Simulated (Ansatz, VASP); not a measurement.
# One calculation of BaHf2O4, two programs

```
CELL_PARAMETERS angstrom
2.16394 -6.51792 0.00000
2.16394 6.51792 0.00000
0.00000 0.00000 4.00193
ATOMIC_POSITIONS crystal
Ba 0.00000 0.00000 0.00000
Hf 0.33444 0.66556 0.50000
Hf 0.66556 0.33444 0.50000
O 0.16959 0.83041 0.50000
O 0.36576 0.63424 0.00000
O 0.83041 0.16959 0.50000
O 0.63424 0.36576 0.00000
```

Change from the starting cell: species swapped into the CeRe4Si2 type (Cmmm, No. 65).

Alike in both runs: functional PBE; k mesh 4 × 4 × 4; occupations gaussian, width 0.2 eV; no spin polarisation.

Ansatz relaxed the structure, and its values are those at the end. VASP's run is a single point on that final structure, the one shown.

|  | VASP | Ansatz |
| --- | --- | --- |
| version | VASP 6.6.1 | Ansatz 0.2.0 |
| potentials or method | VASP PAW PBE potentials, release 64 (Ba_sv, Hf_pv, O), cutoff 520 eV | scalar-relativistic, plane waves, PAW |
| valence electrons in the cell | 54 | 86 |

|  | VASP | Ansatz | Ansatz less VASP |
| --- | --- | --- | --- |
| gap on the k mesh at the Fermi level (eV) | none | none | - |
| pressure (GPa) | -1.2 | -0.4 | +0.80 |
| rms of the force components (eV/Å) | 0.069 | 0.009 | -0.0605 |

A gap of «none» marks a metal or a gap that the smearing closes. VASP's potentials hold 54 valence electrons a cell and Ansatz's 86, so a difference there can come from the potentials and not from the codes.

The k mesh is coarse, so the values compare programs but aren't converged. Neither program's run includes spin-orbit coupling.
